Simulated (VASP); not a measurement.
**KCl: single point with PBEsol**

KCl:

```
K Cl
1.0
     3.56132    0.00000    0.00000
     0.00000    3.56132    0.00000
     0.00000    0.00000    3.63400
K Cl
1 1
Direct
  0.00000 0.00000 0.00000
  0.50000 0.50000 0.50000
```

This cell differs from its parent crystal: equal xx and yy strain of -2 %.

```json
{
  "Program": "VASP 6.6.1",
  "Task": "single point",
  "Functional": "PBEsol",
  "Potentials or basis": "VASP PAW PBE potentials, release 64 (K_sv, Cl)",
  "Cutoff": "520 eV",
  "k mesh": "7 × 7 × 7",
  "Occupations": "fermi-dirac, width 0.01 eV",
  "Spin": "no spin polarisation",
  "Dipole correction": "no",
  "Further INCAR settings": "ALGO = Normal; EDIFF = 1e-06; NBANDS = 15"
}
```

```yaml
Pressure: 3.8 GPa
Band_gap_on_the_k_mesh: 5.56 eV, indirect (least direct gap 5.76 eV)
```

Stress tensor (GPa, compression positive):
```
4.21 0.00 0.00
0.00 4.21 0.00
0.00 0.00 3.14
```

Levels at points of the mesh, in eV from the valence-band top:
```
           k point  band 5  band 6  band 7  band 8  band 9  band 10  band 11  band 12
(0.00, 0.00, 0.00)  -11.01   -0.34   -0.20   -0.20    5.56     6.09     6.18    11.06
```

Wall time 17 s on 1 thread of Intel(R) Xeon(R) Platinum 8259CL CPU @ 2.50GHz (Skylake/Cascade Lake), with other jobs on the host, peak memory 0.16 GiB.

Caveat: the cell differs from its parent crystal (equal xx and yy strain of -2 %); the PAW data sets were made with another functional, which shifts forces and pressure a little. A k mesh can miss the band edges.
